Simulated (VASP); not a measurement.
The system is Pt.

```
CELL_PARAMETERS angstrom
-1.58206 1.58206 1.58206
1.58206 -1.58206 1.58206
1.58206 1.58206 -1.58206
ATOMIC_POSITIONS crystal
Pt 0.00000 0.00000 0.00000
```

Base run:

| Item | Value |
| --- | --- |
| Program | VASP 6.6.1 |
| Functional | revPBE |
| Potentials or basis | VASP PAW PBE potentials, release 64 (Pt) |
| Cutoff | 520 eV |
| k mesh | 17 × 17 × 17 |
| Occupations | fermi-dirac, width 0.08 eV |
| Spin | no spin polarisation |

Its results: band gap on the k mesh zero (band 5 reaches 11.18 eV, above the bottom of band 6 at 9.09 eV); pressure 2.4 GPa.

The run is repeated on the same cell with these changes: functional from revPBE to PBE. What comes out?

Band gap on the k mesh zero (band 5 reaches 11.12 eV, above the bottom of band 6 at 9.03 eV); pressure -0.5 GPa.

PBE binds more tightly than revPBE, so the same cell stands under less pressure.

Caveats: spin-orbit coupling is left out, which moves the levels of the heavy elements; the PAW data sets were made with another functional, which shifts forces and pressure a little (some runs).
